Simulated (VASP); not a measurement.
A run of VASP 6.6.1 is set up as follows.

INCAR

```
PREC = Accurate ; ENCUT = 520
EDIFF = 1E-6 ; ISMEAR = 0
SIGMA = 0.1 ; LREAL = F
LASPH = T ; NELM = 60
ALGO = Normal ; ISIF = 2
LWAVE = F ; LCHARG = T
GGA = PE ; LELF = T
LVHAR = T ; NBANDS = 32
```

The input KPOINTS:

```
Automatic mesh
0
Gamma
  4 4 2
```

Contents of POSCAR:

```
BiTe3O2
1.0
    4.1249248800      0.0000000000      0.0000000000
    0.0000000000      4.1249248800      0.0000000000
    0.0000000000      0.0000000000      9.0875968000
Bi Te O
1 3 2
Direct
    0.0000000000      0.0000000000      0.0000000000
    0.0000000000      0.5000000000      0.3835000100
    0.5000000000      0.0000000000      0.6164999900
    0.5000000000      0.5000000000      0.0000000000
    0.0000000000      0.5000000000      0.7315000300
    0.5000000000      0.0000000000      0.2684999700
```

Potentials or basis: VASP PAW PBE potentials, release 64 (Bi_d, Te, O).

Launch:

```sh
$ cat potpaw_PBE.64/Bi_d/POTCAR potpaw_PBE.64/Te/POTCAR potpaw_PBE.64/O/POTCAR > POTCAR
$ mpirun -np 1 vasp_std > vasp.out
```

**Question.** Estimate the pressure.

**Answer.** -5.5 GPa.

**Question.** Predict the largest force.

**Answer.** 0.931 eV/Å.

Forces on the atoms (eV/Å):
```
Bi   0.000  0.000  0.000
Te   0.000  0.000  0.931
Te   0.000  0.000 -0.931
Te   0.000  0.000  0.000
O    0.000  0.000  0.455
O    0.000  0.000 -0.455
```

Caveat: the k points lie up to 0.38 Å⁻¹ apart; an odd number of electrons without spin polarisation forces a metal; a magnetic or distorted state may lie lower.
